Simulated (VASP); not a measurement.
# O in VASP: single point with PBE

Aim: the single point of O with PBE.

Everything below comes from runs of VASP 6.6.1. Logs are shortened: lines on timing, memory, paths and dates and some standing lists are left out, and cuts for length are marked.

## 1. The cell of the first run

The cell holds a disordered packing, 16 atoms: a = 7.218 Å, b = 7.218 Å, c = 7.218 Å, α = 90.00°, β = 90.00°, γ = 90.00°.

## 2. Single point, PBE, collinear spin, ferromagnetic start

INCAR

```
SYSTEM = O
ALGO = Normal ; EDIFF = 1E-7
ENCUT = 520 ; GGA = PE
ISIF = 2 ; ISMEAR = -1
ISPIN = 2 ; LASPH = .True.
LCHARG = .False. ; LORBIT = 11
LREAL = Auto ; LWAVE = .False.
MAGMOM = 1 1 1 1 1 1 1 1 1 1 1 1 1 1 1 1 ; NBANDS = 66
NELM = 150 ; PREC = Accurate
SIGMA = 0.02
```

KPOINTS

```
k-points
0
Gamma
  1 1 1
  0 0 0
```

POSCAR

```
O
1.0
    7.2176520000      0.0000000000      0.0000000000
    0.0000000000      7.2176520000      0.0000000000
    0.0000000000      0.0000000000      7.2176520000
O
16
Direct
    0.3828349075      0.3160331076      0.4438787685
    0.3250909096      0.2805230270      0.2893044543
    0.4783553237      0.9021739399      0.0652619105
    0.5851584038      0.7714255018      0.0631275839
    0.0809799585      0.6720420215      0.2267430912
    0.0382749578      0.7418653259      0.0791460411
    1.0359526279      0.9790877371      0.5770839952
    0.8801067225      0.9309875270      0.6209364607
    0.8683003299      0.1651755948      0.1700279287
    0.8021209355      0.3013934549      0.2457206698
    0.4501992288      0.7970448791      0.6504512557
    0.4570496528      0.8245969316      0.4836412250
    0.5611158152      0.3460488771      0.8437289470
    0.3949493584      0.3501946448      0.8740191509
   -0.0244718382      0.3846545290      0.7822340615
    0.0141665062      0.4980633009      0.6635215562
```

Potentials or basis: VASP PAW PBE potentials, release 64 (O).

Started as:

```sh
$ cat potpaw_PBE.64/O/POTCAR > POTCAR
$ mpirun -np 1 vasp_gam > vasp.out
```

OUTCAR:

```text
SYSTEM = O
   EDIFF = 1E-7
   ENCUT = 520
   GGA = PE
   ISIF = 2
   ISMEAR = -1
   ISPIN = 2
   LASPH = .True.
   LORBIT = 11
   LREAL = Auto
   NELM = 150
   PREC = Accurate

 ion  position               nearest neighbor table
   1  0.383  0.316  0.444-   2 1.22
   2  0.325  0.281  0.289-   1 1.22
   3  0.478  0.902  0.065-   4 1.22
   4  0.585  0.771  0.063-   3 1.22
   5  0.081  0.672  0.227-   6 1.22
   6  0.038  0.742  0.079-   5 1.22
[... 8 lines left out ...]
  15  0.976  0.385  0.782-  16 1.22
  16  0.014  0.498  0.664-  15 1.22

  LATTYP: Found a simple cubic cell.
 ALAT       =     7.2176520000

  Lattice vectors:

 A1 = (   7.2176520000,   0.0000000000,   0.0000000000)
 A2 = (   0.0000000000,   7.2176520000,   0.0000000000)
 A3 = (   0.0000000000,   0.0000000000,   7.2176520000)

Analysis of symmetry for initial positions (statically):
=====================================================================
 Subroutine PRICEL returns:
 Original cell was already a primitive cell.

 Routine SETGRP: Setting up the symmetry group for a
 simple cubic supercell.

 Subroutine GETGRP returns: Found  1 space group operations
 (whereof  1 operations were pure point group operations)
 out of a pool of 48 trial point group operations.

The static configuration has the point symmetry C_1 .

Analysis of symmetry for dynamics (positions and initial velocities):
=====================================================================
 Subroutine PRICEL returns:
 Original cell was already a primitive cell.

 Routine SETGRP: Setting up the symmetry group for a
 simple cubic supercell.

 Subroutine GETGRP returns: Found  1 space group operations
 (whereof  1 operations were pure point group operations)
 out of a pool of 48 trial point group operations.

The dynamic configuration has the point symmetry C_1 .

Analysis of structural, dynamic, and magnetic symmetry:
=====================================================================
 Subroutine PRICEL returns:
 Original cell was already a primitive cell.

 Routine SETGRP: Setting up the symmetry group for a
 simple cubic supercell.

 Subroutine GETGRP returns: Found  1 space group operations
 (whereof  1 operations were pure point group operations)
 out of a pool of 48 trial point group operations.

The overall configuration has the point symmetry C_1 .

[... 141 lines left out ...]

 Free energy of the ion-electron system (eV)
  ---------------------------------------------------
  ext. energy  EPLUGINS =         0.00000000
  ---------------------------------------------------
  free energy    TOTEN  =       -79.17899025 eV

  energy without entropy =      -79.17899025  energy(sigma->0) =      -79.17899025

 E-fermi :  -3.0828     XC(G=0):  -6.1565

 val. band max:       -3.6683015616   @ k =   0.0000   0.0000   0.0000
 cond. band min:      -1.8476432717   @ k =   0.0000   0.0000   0.0000
 fundamental gap:      1.8206582899
 Fermi energy:        -3.0827695498

 spin component 1

 k-point     1 :       0.0000    0.0000    0.0000
  band No.  band energies     occupation
      1     -29.8178      1.00000
      2     -29.7959      1.00000
      3     -29.7931      1.00000
      4     -29.7861      1.00000
      5     -29.7736      1.00000
      6     -29.7342      1.00000
[... 52 lines left out ...]
     59       4.0686      0.00000
     60       4.4670      0.00000
 Fermi energy:        -3.0827695498

 spin component 2

 k-point     1 :       0.0000    0.0000    0.0000
  band No.  band energies     occupation
      1     -28.6150      1.00000
      2     -28.5917      1.00000
      3     -28.5891      1.00000
      4     -28.5821      1.00000
      5     -28.5692      1.00000
      6     -28.5279      1.00000
[... 52 lines left out ...]
     59       4.6242      0.00000
     60       4.9770      0.00000
 [bands above 60 left out]

------------------------ aborting loop because EDIFF is reached ----------------------------------------

  FORCE on cell =-STRESS in cart. coord.  units (eV):
  Direction    XX          YY          ZZ          XY          YZ          ZX
  --------------------------------------------------------------------------------------
  -------------------------------------------------------------------------------------
  Total        3.3551148      2.2842862      4.3675389     -0.5301877     -0.7771913     -0.2206792
  in kB       14.2965141      9.7335954     18.6105646     -2.2591883     -3.3116976     -0.9403382
  external PRESSURE =      14.2135580 kB  Pullay stress =       0.0000000 kB

 VOLUME and BASIS-vectors are now :
 -----------------------------------------------------------------------------
  energy-cutoff  :      520.00
  volume of cell :      376.00
      direct lattice vectors                 reciprocal lattice vectors
     7.217652000  0.000000000  0.000000000     0.138549212  0.000000000  0.000000000
     0.000000000  7.217652000  0.000000000     0.000000000  0.138549212  0.000000000
     0.000000000  0.000000000  7.217652000     0.000000000  0.000000000  0.138549212

 POSITION                                       TOTAL-FORCE (eV/Angst)
 -----------------------------------------------------------------------------------
      2.76317      2.28102      3.20376         0.377773      0.231131      1.011035
      2.34639      2.02472      2.08810        -0.378700     -0.230872     -1.017378
      3.45260      6.51158      0.47104        -0.697390      0.852596      0.014324
      4.22347      5.56788      0.45563         0.699517     -0.859388     -0.013597
      0.58449      4.85057      1.63655         0.284639     -0.464405      0.988526
      0.27626      5.35453      0.57125        -0.283332      0.473367     -0.996546
[... 8 lines left out ...]
      7.04102      2.77630      5.64589        -0.260737     -0.796671      0.833296
      0.10225      3.59485      4.78907         0.256967      0.800206     -0.836267
 -----------------------------------------------------------------------------------
    total drift:                               -0.004569     -0.005349      0.001575

  FREE ENERGIE OF THE ION-ELECTRON SYSTEM (eV)
  ---------------------------------------------------
  free  energy   TOTEN  =       -79.1789902489 eV

  energy  without entropy=      -79.1789902489  energy(sigma->0) =      -79.17899025

 total charge

# of ion       s       p       d       tot
------------------------------------------
    1        1.612   3.300   0.000   4.911
    2        1.612   3.297   0.000   4.909
    3        1.612   3.297   0.000   4.909
    4        1.612   3.297   0.000   4.909
    5        1.612   3.299   0.000   4.911
    6        1.612   3.298   0.000   4.910
[... 8 lines left out ...]
   15        1.612   3.299   0.000   4.911
   16        1.612   3.299   0.000   4.911
--------------------------------------------------
tot         25.789  52.745   0.000  78.534

 magnetization (x)

# of ion       s       p       d       tot
------------------------------------------
    1        0.010   0.797   0.000   0.807
    2        0.011   0.801   0.000   0.811
    3        0.010   0.798   0.000   0.808
    4        0.010   0.799   0.000   0.810
    5        0.010   0.798   0.000   0.809
    6        0.010   0.799   0.000   0.810
[... 8 lines left out ...]
   15        0.010   0.797   0.000   0.807
   16        0.010   0.799   0.000   0.809
--------------------------------------------------
tot          0.165  12.779   0.000  12.944
```

Run time: 1.8 min. Hardware: 1 thread of AMD EPYC 7R43 (Zen 3), shared host; peak memory 0.43 GiB.

Results:

| Property | Result |
| --- | --- |
| Free energy | -79.1790 eV |
| Pressure | 1.4 GPa |
| Largest force | 1.186 eV/Å |
| Net moment | 16.00 μB per cell |
| Site moments | O +0.81 μB |
| Valence electrons inside the program's atomic spheres | O 4.91, 4.90 (each value once) |

Forces in eV/Å, atoms in the order of the input:
```
O    0.378  0.231  1.011
O   -0.379 -0.231 -1.017
O   -0.697  0.853  0.014
O    0.700 -0.859 -0.014
O    0.285 -0.464  0.989
O   -0.283  0.473 -0.997
O    0.970  0.299 -0.274
O   -0.976 -0.289  0.284
O    0.324 -0.668 -0.371
O   -0.318  0.662  0.372
O   -0.032 -0.151  0.869
O    0.035  0.149 -0.868
O    1.036 -0.029 -0.177
O   -1.037  0.021  0.181
O   -0.261 -0.797  0.833
O    0.257  0.800 -0.836
```

Stress tensor (GPa, compression positive):
```
 1.43 -0.23 -0.09
-0.23  0.97 -0.33
-0.09 -0.33  1.86
```

Caveat: the k points lie up to 0.87 Å⁻¹ apart; the standard files for N, O and F lose accuracy on very short bonds.
